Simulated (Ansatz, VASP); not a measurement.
# Na3OF in VASP and in Ansatz

```
F O Na
1.0
     4.34682    0.00000    0.00000
     0.00000    4.34682    0.00000
     0.00000    0.00000    4.34682
F O Na
1 1 3
Direct
  0.00000 0.00000 0.00000
  0.50000 0.50000 0.50000
  0.50000 0.50000 0.00000
  0.50000 0.00000 0.50000
  0.00000 0.50000 0.50000
```

Alike in both runs: task single point; functional r2SCAN; k mesh 6 × 6 × 6; no spin polarisation.

|  | VASP | Ansatz |
| --- | --- | --- |
| version | VASP 6.6.1 | Ansatz 0.2.0 |
| potentials or method | VASP PAW PBE potentials, release 64 (F, O, Na_pv) | plane waves, PAW |
| plane-wave cutoff (eV) | 520 | 500 |
| occupations | gaussian, width 0.01 eV | fixed |
| valence electrons in the cell | 34 | 40 |

|  | VASP | Ansatz | Ansatz less VASP |
| --- | --- | --- | --- |
| gap on the k mesh at the Fermi level (eV) | 2.43 | 2.48 | +0.053 |
| pressure (GPa) | -0.2 | 0.0 | +0.22 |

VASP's potentials were made for PBE, not for r2SCAN. VASP's potentials hold 34 valence electrons a cell and Ansatz's 40, so a difference there can come from the potentials and not from the codes.
